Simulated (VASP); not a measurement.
# Sr (I4_1/amd) in VASP: notebook

Sr is run at these levels: LDA, BLYP+D4; tasks: single point, relaxation of cell and atoms.

Program: VASP 6.6.1. These are calculated values, not measurements. Logs are shortened: lines on timing, memory, paths and dates and some standing lists are left out, and cuts for length are marked.

## Step 1: The cell of the first run

It takes space group I4_1/amd (No. 141, tetragonal). Conventional cell: a = 7.413 Å, b = 7.413 Å, c = 4.042 Å, α = 90.00°, β = 90.00°, γ = 90.00°. Sr (site symmetry -4m2) has 10 Sr at 3.84 to 4.79 Å within 5.0 Å.

## Step 2: Single point, LDA

Contents of INCAR:

```
PREC = Accurate ; ENCUT = 520
EDIFF = 1E-6 ; ISMEAR = -1
SIGMA = 0.05 ; LREAL = False
LASPH = True ; NELM = 60
ALGO = Normal ; ISIF = 2
LWAVE = False ; LCHARG = False
GGA = CA ; NBANDS = 17
```

Contents of KPOINTS:

```
regular mesh
0
Gamma
  8 8 8
```

Contents of POSCAR:

```
Sr
1.0
   -3.7063582770      3.7063582770      2.0208764669
    3.7063582770     -3.7063582770      2.0208764669
    3.7063582770      3.7063582770     -2.0208764669
Sr
2
Direct
    0.0000000000      0.0000000000      0.0000000000
    0.7500000000      0.2500000000      0.5000000000
```

Potentials or basis: VASP PAW LDA potentials, release 64 (Sr_sv).

Started as:

```console
$ cat potpaw_LDA.64/Sr_sv/POTCAR > POTCAR
$ mpirun -np 1 vasp_std > vasp.out
```

OUTCAR:

```text
PREC = Accurate
   ENCUT = 520
   EDIFF = 1E-6
   ISMEAR = -1
   LREAL = False
   LASPH = True
   NELM = 60
   ISIF = 2
   GGA = CA

 ion  position               nearest neighbor table
   1  0.000  0.000  0.000-   2 3.84   2 3.84   2 3.84   2 3.84   2 4.79   2 4.79   2 4.79   2 4.79

   2  0.750  0.250  0.500-   1 3.84   1 3.84   1 3.84   1 3.84   1 4.79   1 4.79   1 4.79   1 4.79

  LATTYP: Found a body centered tetragonal cell.
 ALAT       =     7.4127165540
 C/A-ratio  =     0.5452458494

  Lattice vectors:

 A1 = (  -3.7063582770,   3.7063582770,   2.0208764669)
 A2 = (   3.7063582770,  -3.7063582770,   2.0208764669)
 A3 = (   3.7063582770,   3.7063582770,  -2.0208764669)

Analysis of symmetry for initial positions (statically):
=====================================================================
 Subroutine PRICEL returns:
 Original cell was already a primitive cell.

 Routine SETGRP: Setting up the symmetry group for a
 body centered tetragonal supercell.

 Subroutine GETGRP returns: Found 16 space group operations
 (whereof  8 operations were pure point group operations)
 out of a pool of 16 trial point group operations.

The static configuration has the point symmetry D_2d.
 The point group associated with its full space group is D_4h.

Analysis of symmetry for dynamics (positions and initial velocities):
=====================================================================
 Subroutine PRICEL returns:
 Original cell was already a primitive cell.

 Routine SETGRP: Setting up the symmetry group for a
 body centered tetragonal supercell.

 Subroutine GETGRP returns: Found 16 space group operations
 (whereof  8 operations were pure point group operations)
 out of a pool of 16 trial point group operations.

The dynamic configuration has the point symmetry D_2d.
 The point group associated with its full space group is D_4h.

 Subroutine INISYM returns: Found 16 space group operations
 (whereof  8 operations are pure point group operations),
 and found     1 'primitive' translations

----------------------------------------------------------------------------------------

                                     Primitive cell

  volume of cell :     111.0439

  direct lattice vectors                    reciprocal lattice vectors
    -3.706358277  3.706358277  2.020876467     0.000000000  0.134903310  0.247417399
     3.706358277 -3.706358277  2.020876467     0.134903310  0.000000000  0.247417399
     3.706358277  3.706358277 -2.020876467     0.134903310  0.134903310  0.000000000

  length of vectors
     5.617661885  5.617661885  5.617661885     0.281805381  0.281805381  0.190782091

  position of ions in fractional coordinates (direct lattice)
     0.000000000  0.000000000  0.000000000
     0.750000000  0.250000000  0.500000000

  ion indices of the primitive-cell ions
   primitive index   ion index
                 1           1
                 2           2

----------------------------------------------------------------------------------------

 KPOINTS: regular mesh

Automatic generation of k-mesh.
 Grid dimensions read from file:
 generate k-points for:    8    8    8

 Generating k-lattice:

  Cartesian coordinates                     Fractional coordinates (reciprocal lattice)
     0.000000000  0.016862914  0.030927175     0.125000000  0.000000000 -0.000000000
     0.016862914  0.000000000  0.030927175     0.000000000  0.125000000 -0.000000000
     0.016862914  0.016862914  0.000000000     0.000000000  0.000000000  0.125000000

  Length of vectors
     0.035225673  0.035225673  0.023847761

  Shift w.r.t. Gamma in fractional coordinates (k-lattice)
     0.000000000  0.000000000  0.000000000

 Subroutine IBZKPT returns following result:
 ===========================================

 Found     59 irreducible k-points:

 Following reciprocal coordinates:
            Coordinates               Weight
  0.000000  0.000000  0.000000      1.000000
  0.125000  0.000000  0.000000      8.000000
  0.250000  0.000000  0.000000      8.000000
  0.375000 -0.000000  0.000000      8.000000
  0.500000  0.000000  0.000000      4.000000
  0.125000  0.125000  0.000000      8.000000
[... 16 lines left out ...]
  0.250000  0.125000  0.125000     16.000000
  0.375000  0.125000  0.125000      8.000000
 [... further k-points ...]
   k-points           NKPTS =     59   k-points in BZ     NKDIM =     59   number of bands    NBANDS=     17
   number of dos      NEDOS =    301   number of ions     NIONS =      2
   total plane-waves  NPLWV =  74088
   dimension x,y,z NGX =    42 NGY =   42 NGZ =   42
   dimension x,y,z NGXF=    84 NGYF=   84 NGZF=   84
   ions per type =               2
   NGX,Y,Z   is equivalent  to a cutoff of  12.43, 12.43, 12.43 a.u.
   NGXF,Y,Z  is equivalent  to a cutoff of  24.86, 24.86, 24.86 a.u.
 SYSTEM =  unknown system
   PREC   = accura    normal or accurate (medium, high low for compatibility)
   ISTART =      0    job   : 0-new  1-cont  2-samecut
   ICHARG =      2    charge: 1-file 2-atom 10-const
   ISPIN  =      1    spin polarized calculation?
   LNONCOLLINEAR =      F non collinear calculations
   LSORBIT =      F    spin-orbit coupling
   LASPH  =      T    aspherical Exc in radial PAW
   ENCUT  =  520.0 eV  38.22 Ry    6.18 a.u.  10.45 10.45 10.45*2*pi/ulx,y,z
   NELM   =     60;   NELMIN=  2; NELMDL= -5     # of ELM steps
   EDIFF  = 0.1E-05   stopping-criterion for ELM
   LREAL  =      F    real-space projection
   EDIFFG = 0.1E-04   stopping-criterion for IOM
   NSW    =      0    number of steps for IOM
   IBRION =     -1    ionic relax: 0-MD 1-quasi-New 2-CG
   NFREE  =      0    steps in history (QN), initial steepest desc. (CG)
   ISIF   =      2    stress and relaxation
   ISYM   =      2    0-nonsym 1-usesym 2-fastsym
   POTIM  = 0.5000    time-step for ionic-motion
   TEBEG  =    0.0;   TEEND  =   0.0 temperature during run
   PSTRESS=    0.0 pullay stress
   NELECT =      20.0000    total number of electrons
   NUPDOWN=      -1.0000    fix difference up-down
   EMIN   =  10.00;   EMAX   =-10.00  energy-range for DOS
   EFERMI =   0.00;   METHOD = LEGACY
   ISMEAR =    -1;   SIGMA  =   0.05  broadening in eV -4-tet -1-fermi 0-gaus
   EFERMI_NEDOS =   21; number of points for ismear=-14 and -15
   IALGO  =     38    algorithm
   IMIX   =      4    mixing-type and parameters
     AMIX     =   0.40;   BMIX     =  1.00
     AMIX_MAG =   1.60;   BMIX_MAG =  1.00
  volume/ion in A,a.u.               =      55.52       374.68
  Fermi-wavevector in a.u.,A,eV,Ry     =   0.924528  1.747104 11.629602  0.854752
  Thomas-Fermi vector in A             =   2.050283
   LORBIT       =      0    0 simple, 1 ext, 2 COOP (PROOUT), +10 PAW based schemes
   GGA     = CA    functional components
   LHFCALC =     F    Hartree Fock is set to
   AEXX    =    0.0000 exact exchange contribution
   IVDW    =     0    specifies the selected vdW correction
   LEPSILON=     F    determine dielectric tensor
   LRPA    =     F    only Hartree local field effects (RPA)
 non-spin polarized calculation
  energy-cutoff  :      520.00
  volume of cell :      111.04
 maximum number of plane-waves:      3035
 NGX is ok and might be reduce to    42
   NGX = 21   NGY = 21   NGZ = 21

 number of electron      20.0000001 magnetization

 Free energy of the ion-electron system (eV)
  ---------------------------------------------------
  ext. energy  EPLUGINS =         0.00000000
  ---------------------------------------------------
  free energy    TOTEN  =        -3.23751491 eV

  energy without entropy =       -3.20812510  energy(sigma->0) =       -3.22282001

 E-fermi :   1.2615     XC(G=0):  -7.5169

 val. band max:        1.2280692088   @ k =  -0.3750   0.5000   0.3750
 cond. band min:       1.2620009640   @ k =   0.3750   0.1250   0.0000
 fundamental gap:      0.0339317552
 Fermi energy:         1.2614779635

 k-point     1 :       0.0000    0.0000    0.0000
  band No.  band energies     occupation
      1     -35.2693      2.00000
      2     -35.2298      2.00000
      3     -17.4606      2.00000
      4     -17.4606      2.00000
      5     -17.2430      2.00000
      6     -17.2391      2.00000
[... 9 lines left out ...]
     16       4.7092      0.00000
     17       4.7116      0.00000

 k-point     2 :       0.1250    0.0000    0.0000
  band No.  band energies     occupation
      1     -35.2666      2.00000
      2     -35.2296      2.00000
      3     -17.4583      2.00000
      4     -17.4479      2.00000
      5     -17.2718      2.00000
      6     -17.2665      2.00000
[... 9 lines left out ...]
     16       4.1491      0.00000
     17       4.2764      0.00000

 k-point     3 :       0.2500    0.0000    0.0000
  band No.  band energies     occupation
      1     -35.2597      2.00000
      2     -35.2294      2.00000
      3     -17.4528      2.00000
      4     -17.4212      2.00000
      5     -17.3401      2.00000
      6     -17.3226      2.00000
[... 9 lines left out ...]
     16       3.8621      0.00000
     17       3.8924      0.00000

 k-point     4 :       0.3750   -0.0000    0.0000
  band No.  band energies     occupation
      1     -35.2521      2.00000
      2     -35.2299      2.00000
      3     -17.4473      2.00000
      4     -17.4298      2.00000
      5     -17.4027      2.00000
      6     -17.3378      2.00000
[... 9 lines left out ...]
     16       3.7375      0.00000
     17       4.5834      0.00000

 k-point     5 :       0.5000    0.0000    0.0000
  band No.  band energies     occupation
      1     -35.2485      2.00000
      2     -35.2306      2.00000
      3     -17.4512      2.00000
      4     -17.4449      2.00000
      5     -17.4264      2.00000
      6     -17.3159      2.00000
[... 9 lines left out ...]
     16       3.8866      0.00000
     17       4.6150      0.00000

 k-point     6 :       0.1250    0.1250    0.0000
  band No.  band energies     occupation
      1     -35.2609      2.00000
      2     -35.2282      2.00000
      3     -17.4436      2.00000
      4     -17.4411      2.00000
      5     -17.3325      2.00000
      6     -17.3298      2.00000
[... 9 lines left out ...]
     16       3.6612      0.00000
     17       3.7836      0.00000

 k-point     7 :       0.2500    0.1250    0.0000
  band No.  band energies     occupation
      1     -35.2537      2.00000
      2     -35.2283      2.00000
      3     -17.4475      2.00000
      4     -17.4290      2.00000
      5     -17.3929      2.00000
      6     -17.3696      2.00000
[... 9 lines left out ...]
     16       3.8227      0.00000
     17       4.4128      0.00000

 k-point     8 :       0.3750    0.1250    0.0000
  band No.  band energies     occupation
      1     -35.2485      2.00000
      2     -35.2306      2.00000
      3     -17.4622      2.00000
      4     -17.4314      2.00000
      5     -17.4202      2.00000
      6     -17.3466      2.00000
[... 9 lines left out ...]
     16       3.7875      0.00000
     17       4.7795      0.00000
[... 203 lines left out ...]
      1     -35.2517      2.00000
      2     -35.2443      2.00000
      3     -17.4014      2.00000
      4     -17.3596      2.00000
      5     -17.3495      2.00000
      6     -17.3047      2.00000
[... 9 lines left out ...]
     16       3.9752      0.00000
     17       4.8137      0.00000

 k-point    20 :      -0.3750    0.3750    0.0000
  band No.  band energies     occupation
      1     -35.2570      2.00000
      2     -35.2419      2.00000
      3     -17.3971      2.00000
      4     -17.3930      2.00000
      5     -17.3162      2.00000
      6     -17.2993      2.00000
[... 9 lines left out ...]
     16       4.3081      0.00000
     17       5.0778      0.00000

 k-point    21 :       0.5000    0.5000    0.0000
  band No.  band energies     occupation
      1     -35.2494      2.00000
      2     -35.2494      2.00000
      3     -17.3571      2.00000
      4     -17.3571      2.00000
      5     -17.3476      2.00000
      6     -17.3476      2.00000
[... 9 lines left out ...]
     16       3.6889      0.00000
     17       5.2117      0.00000

 k-point    22 :       0.1250    0.1250    0.1250
  band No.  band energies     occupation
      1     -35.2571      2.00000
      2     -35.2320      2.00000
      3     -17.4297      2.00000
      4     -17.4198      2.00000
      5     -17.3401      2.00000
      6     -17.3230      2.00000
[... 9 lines left out ...]
     16       3.8576      0.00000
     17       3.9042      0.00000

 k-point    23 :       0.2500    0.1250    0.1250
  band No.  band energies     occupation
      1     -35.2496      2.00000
      2     -35.2324      2.00000
      3     -17.4476      2.00000
      4     -17.4167      2.00000
      5     -17.3881      2.00000
      6     -17.3375      2.00000
[... 9 lines left out ...]
     16       4.0571      0.00000
     17       4.6426      0.00000

 k-point    24 :       0.3750    0.1250    0.1250
  band No.  band energies     occupation
      1     -35.2459      2.00000
      2     -35.2332      2.00000
      3     -17.4649      2.00000
      4     -17.4351      2.00000
      5     -17.3943      2.00000
      6     -17.3105      2.00000
[... 9 lines left out ...]
     16       4.0473      0.00000
     17       4.6060      0.00000

 [... further k-points ...]

------------------------ aborting loop because EDIFF is reached ----------------------------------------

  FORCE on cell =-STRESS in cart. coord.  units (eV):
  Direction    XX          YY          ZZ          XY          YZ          ZX
  --------------------------------------------------------------------------------------
  -------------------------------------------------------------------------------------
  Total       -0.7310520     -0.7310520     -1.1173557      0.0000000      0.0000000      0.0000000
  in kB      -10.5478584    -10.5478584    -16.1215749      0.0000000      0.0000000      0.0000000
  external PRESSURE =     -12.4057639 kB  Pullay stress =       0.0000000 kB

 VOLUME and BASIS-vectors are now :
 -----------------------------------------------------------------------------
  energy-cutoff  :      520.00
  volume of cell :      111.04
      direct lattice vectors                 reciprocal lattice vectors
    -3.706358277  3.706358277  2.020876467     0.000000000  0.134903310  0.247417399
     3.706358277 -3.706358277  2.020876467     0.134903310  0.000000000  0.247417399
     3.706358277  3.706358277 -2.020876467     0.134903310  0.134903310  0.000000000

 POSITION                                       TOTAL-FORCE (eV/Angst)
 -----------------------------------------------------------------------------------
      0.00000      0.00000      0.00000         0.000000     -0.000000      0.000000
     -0.00000      3.70636      1.01044        -0.000000      0.000000     -0.000000
 -----------------------------------------------------------------------------------
    total drift:                               -0.000000     -0.000000      0.000000

  FREE ENERGIE OF THE ION-ELECTRON SYSTEM (eV)
  ---------------------------------------------------
  free  energy   TOTEN  =        -3.2375149139 eV

  energy  without entropy=       -3.2081250990  energy(sigma->0) =       -3.22282001
```

It took 2.3 min on 1 thread of AMD EPYC 7R43 (Zen 3), shared host; peak memory 0.22 GiB.

What came out:

```
Free energy            : -3.2375 eV
Pressure               : -1.2 GPa
Band gap on the k mesh : zero (bands 10 and 11 overlap by 0.50 eV)
```

Levels at points of the mesh, in eV from the Fermi level:
```tsv
k point	band 8	band 9	band 10	band 11	band 12	band 13
(0.00, 0.00, 0.00)	-18.48	-3.49	-0.35	0.57	0.98	1.60
(0.50, 0.00, 0.00)	-18.46	-0.88	-0.04	-0.04	0.95	1.17
(0.50, 0.50, 0.00)	-18.48	-1.88	-1.88	1.01	1.01	1.52
(0.50, 0.50, 0.50)	-18.45	-1.22	-1.22	0.00	0.00	1.55
```

## Step 3: Relaxation of cell and atoms, BLYP+D4

Contents of INCAR:

```
SYSTEM = Sr
PREC     = Accurate       ! precision mode
ENCUT    = 600            ! plane-wave cutoff, eV
EDIFF    = 1E-6           ! SCF threshold, eV
ISMEAR   = 1              ! smearing method
SIGMA    = 0.1            ! smearing width, eV
LREAL    = .FALSE.        ! projectors in reciprocal space
LASPH    = .TRUE.         ! aspherical terms in the spheres
NELM     = 60             ! most SCF steps
ALGO     = Normal         ! electronic algorithm
ISIF     = 3              ! what is computed and relaxed
LWAVE    = .FALSE.        ! write WAVECAR
LCHARG   = .FALSE.        ! write CHGCAR
GGA      = B5             ! functional
ALDAX    = 1.0          
AGGAX    = 1.0          
AGGAC    = 1.0          
ALDAC    = 0.0          
IVDW     = 13             ! dispersion correction
VDW_S6   = 1.0          
VDW_S8   = 2.34076671   
VDW_A1   = 0.44488865   
VDW_A2   = 4.0933009    
IBRION   = 2              ! ionic algorithm
NSW      = 80             ! ionic steps
EDIFFG   = -0.005         ! ionic threshold
```

Contents of KPOINTS:

```
regular mesh
0
G
  8 8 8
  0 0 0
```

POSCAR is that of step 2.

Potentials or basis: VASP PAW PBE potentials, release 64 (Sr_sv).

Started as:

```console
$ cat potpaw_PBE.64/Sr_sv/POTCAR > POTCAR
$ mpirun -np 1 vasp_std > vasp.out
```

Wall time 8.4 min (1 thread of Intel Xeon Platinum 8559C (Emerald Rapids), shared host); peak memory 0.39 GiB.

It converged, with:

| Quantity | Value |
| --- | --- |
| Free energy | -1.8761 eV |
| Relaxed volume | 52.10 Å³/atom |
| Relaxed cell | a = 5.520 Å, b = 5.520 Å, c = 5.520 Å, α = 97.20°, β = 97.20°, γ = 138.53° |
| Space group after relaxing (to 0.1 Å) | I4_1/amd (No. 141) |
| Energy gained by relaxing | 6.2 meV/atom |
| Ionic steps | 7 |
| Pressure after relaxing | 0.0 GPa |
| Band gap on the k mesh | zero (bands 10 and 11 overlap by 0.44 eV) |
| Dispersion energy per atom | -0.265 eV |

Step by step:
| step | energy change (eV) | largest force (eV/Å) | pressure (GPa) | volume (Å³) |
| --- | --- | --- | --- | --- |
| 1 | 0.0000 | 0.0000 | -0.45 | 111.04 |
| 2 | -0.0077 | 0.0000 | -0.30 | 108.56 |
| 3 | -0.0120 | 0.0000 | -0.07 | 105.30 |
| 4 | -0.0121 | 0.0000 | -0.05 | 105.07 |
| 5 | -0.0121 | 0.0000 | -0.05 | 104.95 |
| 6 | -0.0123 | 0.0000 | -0.02 | 104.52 |
| 7 | -0.0124 | 0.0000 | 0.00 | 104.20 |

Final structure:
```xyz
2
Lattice="-3.6506 3.6506 1.9547 3.6506 -3.6506 1.9547 3.6506 3.6506 -1.9547" Properties=species:S:1:pos:R:3 pbc="T T T"
Sr    0.0000    0.0000    0.0000
Sr    0.0000    3.6506    0.9773
```

Levels at points of the mesh, in eV from the Fermi level:
```csv
k point,band 6,band 7,band 8,band 9,band 10,band 11,band 12,band 13,band 14
"(0.00, 0.00, 0.00)",-18.55,-18.53,-18.53,-3.48,-0.44,0.58,1.00,1.59,2.91
"(0.50, 0.00, 0.00)",-18.65,-18.62,-18.51,-0.79,-0.11,0.10,1.06,1.26,1.90
"(0.50, 0.50, 0.00)",-18.68,-18.54,-18.54,-1.82,-1.82,1.01,1.01,1.63,1.63
"(0.50, 0.50, 0.50)",-18.55,-18.50,-18.50,-1.16,-1.16,0.12,0.12,1.59,1.59
```

Caveat: the PAW data sets were made with another functional, which shifts forces and pressure a little.
